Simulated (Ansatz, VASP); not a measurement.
Two plane-wave programs on Sn

The input INCAR:

```
SYSTEM = Sn
PREC = Accurate ; ENCUT = 520
EDIFF = 1E-6 ; ISMEAR = 0
SIGMA = 0.1 ; LREAL = .FALSE.
LASPH = .TRUE. ; NELM = 100
ALGO = Normal ; ISIF = 2
LWAVE = .FALSE. ; LCHARG = .FALSE.
GGA = PE ; NBANDS = 21
```

The input KPOINTS:

```
Automatic mesh
0
G
  14 14 14
  0 0 0
```

File POSCAR:

```
Sn
1.0
   -2.9783328798      2.9288417597      1.6129058997
    2.9783328798     -2.9323282380      1.6193154059
    2.9783328798      2.9323282380     -1.6193154059
Sn
2
Direct
    0.7402635362      0.2443257645      0.4959377717
    0.0097364638      0.0056742355      0.0040622283
```

Input for Ansatz:

```yaml
crystal:
  lattice:
    - [-2.9783328798, 2.9288417597, 1.6129058997]
    - [2.9783328798, -2.932328238, 1.6193154059]
    - [2.9783328798, 2.932328238, -1.6193154059]
  atoms:
    - { symbol: Sn, position: [0.7402635362, 0.2443257645, 0.4959377717] }
    - { symbol: Sn, position: [0.0097364638, 0.0056742355, 0.0040622283] }
basis:
  ecutwfc: 420
kpoints:
  mp_grid: { grid: [14, 14, 14] }
hamiltonian:
  xc: pbe
scf:
  occupations: { method: gaussian, width: 0.1 }
output:
  forces: true
  stress: true
  eigenvalues: true
```

Alike in both runs: task single point; functional PBE; k mesh 14 × 14 × 14; occupations gaussian, width 0.1 eV; no spin polarisation.

|  | VASP | Ansatz |
| --- | --- | --- |
| version | VASP 6.6.1 | Ansatz 0.2.0 |
| potentials or method | VASP PAW PBE potentials, release 64 (Sn_d), cutoff 520 eV | scalar-relativistic, plane waves, PAW |
| valence electrons in the cell | 28 | 28 |

VASP gave:

* gap on the k mesh at the Fermi level (eV): none
* pressure (GPa): 0.4
* traceless stress, the component that is largest in VASP (GPa): 1.27
* rms of the force components (eV/Å): 0.119

Problem. Estimate Ansatz's values.

Solution. gap on the k mesh at the Fermi level (eV): none; pressure (GPa): 0.4; traceless stress, the component that is largest in VASP (GPa): 1.28; rms of the force components (eV/Å): 0.120.

Atom by atom the forces differ by 0.000 eV/Å (rms over components). A gap of «none» marks a metal or a gap that the smearing closes.
